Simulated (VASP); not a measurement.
Set up this calculation in VASP 6.6.1, as the native input.

- Task: single point
- Functional: PBE
- Potentials or basis: VASP PAW PBE potentials, release 64 (As, Ga_d, Sb)
- Cutoff: 520 eV
- k mesh: 8 × 8 × 8
- Occupations: fermi-dirac, width 0.02 eV
- Spin: no spin polarisation
- Dipole correction: no
- Further INCAR settings: ALGO = Normal; EDIFF = 1e-06; NBANDS = 36

The structure of Ga3SbAs2 lies in POSCAR:

```
Ga3SbAs2
1.0
   -2.0885637976      2.0885637976      8.8498927203
    2.0885637976     -2.0885637976      8.8498927203
    2.0885637976      2.0885637976     -8.8498927203
As Ga Sb
2 3 1
Direct
    0.1706501810      0.1706501810      0.0000000000
    0.8293498190      0.8293498190      0.0000000000
    0.7500000000      0.2500000000      0.5000000000
    0.4087821284      0.9087821284      0.5000000000
    0.0912178716      0.5912178716      0.5000000000
    0.5000000000      0.5000000000      0.0000000000
```

The input as run:

INCAR

```
SYSTEM = Ga3SbAs2
  ALGO = Normal
  EDIFF = 1E-6
  ENCUT = 520
  GGA = PE
  ISIF = 2
  ISMEAR = -1
  LASPH = .TRUE.
  LCHARG = .FALSE.
  LREAL = .FALSE.
  LWAVE = .FALSE.
  NBANDS = 36
  NELM = 80
  PREC = Accurate
  SIGMA = 0.02
```

KPOINTS

```
k-points
0
G
  8 8 8
  0 0 0
```

Potentials or basis: VASP PAW PBE potentials, release 64 (As, Ga_d, Sb).

Launch:

```sh
$ cat potpaw_PBE.64/As/POTCAR potpaw_PBE.64/Ga_d/POTCAR potpaw_PBE.64/Sb/POTCAR > POTCAR
$ mpirun -np 1 vasp_std > vasp.out
```

It gave:

- Pressure: 0.1 GPa
- Largest force: 0.005 eV/Å
- Band gap on the k mesh: zero (filled and empty bands touch)

Caveat: semilocal functionals underestimate gaps, and a narrow one can read as zero; spin-orbit coupling is left out, which moves the levels of the heavy elements.

It took 32 min on 1 thread of Oxide Virtual Turin-like Processor, on a shared host, peak memory 0.82 GiB.
